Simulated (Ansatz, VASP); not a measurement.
# KCl: VASP beside Ansatz

POSCAR

```
KCl
1.0
    0.0000000000      3.1096248336      3.1096248336
    3.1096248336      0.0000000000      3.1096248336
    3.1096248336      3.1096248336      0.0000000000
K Cl
1 1
Direct
    0.0000000000      0.0000000000      0.0000000000
    0.5000000000      0.5000000000      0.5000000000
```

Contents of INCAR.step1:

```
  PREC = Accurate
  ENCUT = 520
  EDIFF = 1E-5
  ISMEAR = 0
  SIGMA = 0.01
  LREAL = False
  LASPH = True
  NELM = 100
  ALGO = Normal
  ISIF = 2
  LWAVE = True
  NBANDS = 15
  GGA = PE
```

The input INCAR.step2:

```
  PREC = Accurate
  ENCUT = 520
  EDIFF = 1E-7
  ISMEAR = 0
  SIGMA = 0.01
  LREAL = False
  LASPH = True
  NELM = 100
  ALGO = Normal
  ISIF = 2
  LWAVE = False
  LCHARG = True
  GGA = PE
  LHFCALC = True
  HFSCREEN = 0.2079
  PRECFOCK = Normal
  LELF = True
  LVHAR = True
  NBANDS = 15
  ISTART = 1
```

Contents of KPOINTS:

```
Automatic mesh
0
Gamma
  6 6 6
```

Input for Ansatz:

```yaml
crystal:
  lattice:
    - [0.0, 3.1096248336, 3.1096248336]
    - [3.1096248336, 0.0, 3.1096248336]
    - [3.1096248336, 3.1096248336, 0.0]
  atoms:
    - { symbol: K, position: [0.0, 0.0, 0.0] }
    - { symbol: Cl, position: [0.5, 0.5, 0.5] }
kpoints:
  mp_grid: { grid: [6, 6, 6] }
  band_path:
    path:
      - [0.0, 0.0, 0.0]
      - [0.5, 0.0, 0.5]
      - [0.625, 0.25, 0.625]
      - [0.375, 0.375, 0.75]
      - [0.5, 0.5, 0.5]
      - [0.5, 0.25, 0.75]
    npoints: 1
hamiltonian:
  xc: hse06
scf:
  occupations: { method: fixed }
  n_extra_bands: 4
output:
  forces: true
  stress: true
  eigenvalues: true
  write_density: true
  write_potential: true
  elf: true
  volumetric_format: npy
```

Change from the starting cell: hydrostatic strain -1.1%.

Alike in both runs: task single point; functional HSE06; k mesh 6 × 6 × 6; no spin polarisation.

```csv
,VASP,Ansatz
version,VASP 6.6.1,Ansatz 0.2.0
potentials or method,"VASP PAW PBE potentials, release 64 (K_sv, Cl)","plane waves, PAW"
plane-wave cutoff (eV),520,420
occupations,"gaussian, width 0.01 eV",fixed
valence electrons in the cell,16,16
```

|  | VASP | Ansatz | Ansatz less VASP |
| --- | --- | --- | --- |
| gap on the k mesh at the Fermi level (eV) | 6.63 | 6.63 | +0.004 |
| pressure (GPa) | 1.2 | 1.2 | -0.05 |

Ansatz's warnings: stress exchange threshold loose, stress scf threshold loose.
